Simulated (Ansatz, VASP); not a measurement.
# Two plane-wave programs on Te2Mo

```
CELL_PARAMETERS angstrom
3.51820 0.00000 0.00000
-1.75910 3.04685 0.00000
0.00000 0.00000 13.97360
ATOMIC_POSITIONS crystal
Te 0.33333 0.66667 0.62100
Te 0.66667 0.33333 0.12100
Te 0.33333 0.66667 0.87900
Te 0.66667 0.33333 0.37900
Mo 0.33333 0.66667 0.25000
Mo 0.66667 0.33333 0.75000
```

Alike in both runs: task single point; functional PBEsol; k mesh 6 × 6 × 2; occupations gaussian, width 0.05 eV; collinear spin; Hubbard terms Mo d U = 4.0 eV.

|  | VASP | Ansatz |
| --- | --- | --- |
| version | VASP 6.6.1 | Ansatz 0.2.0 |
| potentials or method | VASP PAW PBE potentials, release 64 (Te, Mo_sv), cutoff 520 eV | scalar-relativistic, plane waves, PAW |
| valence electrons in the cell | 52 | 92 |

Ansatz gave:

```
gap on the k mesh at the Fermi level (eV)                     : 0.87
least direct gap on the mesh (eV)                             : 0.97
pressure (GPa)                                                : -1.6
traceless stress, the component that is largest in VASP (GPa) : 0.27
rms of the force components (eV/Å)                            : 0.073
net moment per atom (μB)                                      : 0.00
```

Question: What did VASP give for the same quantities?

Answer: gap on the k mesh at the Fermi level (eV): 0.77; least direct gap on the mesh (eV): 1.04; pressure (GPa): 0.4; traceless stress, the component that is largest in VASP (GPa): 0.79; rms of the force components (eV/Å): 0.072; net moment per atom (μB): 0.00.

VASP's potentials were made for PBE, not for PBEsol. The programs project onto different local orbitals, so the same U acts differently, and such runs can settle in different states. Atom by atom the forces differ by 0.145 eV/Å (rms over components). VASP's potentials hold 52 valence electrons a cell and Ansatz's 92, so a difference there can come from the potentials and not from the codes. Ansatz's warnings: seeded moment not kept, specified occupation not kept, symmetry narrowed by occupation matrices.

Spin-orbit coupling is off throughout.
